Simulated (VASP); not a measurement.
Input of a VASP 6.6.1 run:

File INCAR:

```
PREC = Accurate ; ENCUT = 520
EDIFF = 1E-6 ; ISMEAR = -1
SIGMA = 0.05 ; LREAL = False
LASPH = True ; NELM = 60
ALGO = Normal ; ISIF = 2
LWAVE = False ; LCHARG = False
GGA = CA ; NBANDS = 16
```

File KPOINTS:

```
regular mesh
0
Gamma
  12 12 12
```

Contents of POSCAR:

```
C
1.0
    1.2494161177      0.7213507319      8.3916093787
   -1.2494161177      0.7213507319      8.3916093787
    0.0000000000     -1.4427014637      8.3916093787
C
4
Direct
    0.0871730800      0.0871730800      0.0871730800
    0.7538500600      0.7538500600      0.7538500600
    0.2461499400      0.2461499400      0.2461499400
    0.9128269200      0.9128269200      0.9128269200
```

Potentials or basis: VASP PAW LDA potentials, release 64 (C).

Launch:

```sh
$ cat potpaw_LDA.64/C/POTCAR > POTCAR
$ mpirun -np 1 vasp_std > vasp.out
```

**Question.** What does it give for the pressure?

**Answer.** -13.3 GPa.

**Question.** Predict the largest force.

**Answer.** 0.010 eV/Å.

Stress tensor (GPa, compression positive):
```
-19.52   0.00   0.00
  0.00 -19.52   0.00
  0.00   0.00  -0.98
```

Caveat: the stress differs along the axes, from -20 to -1 GPa.
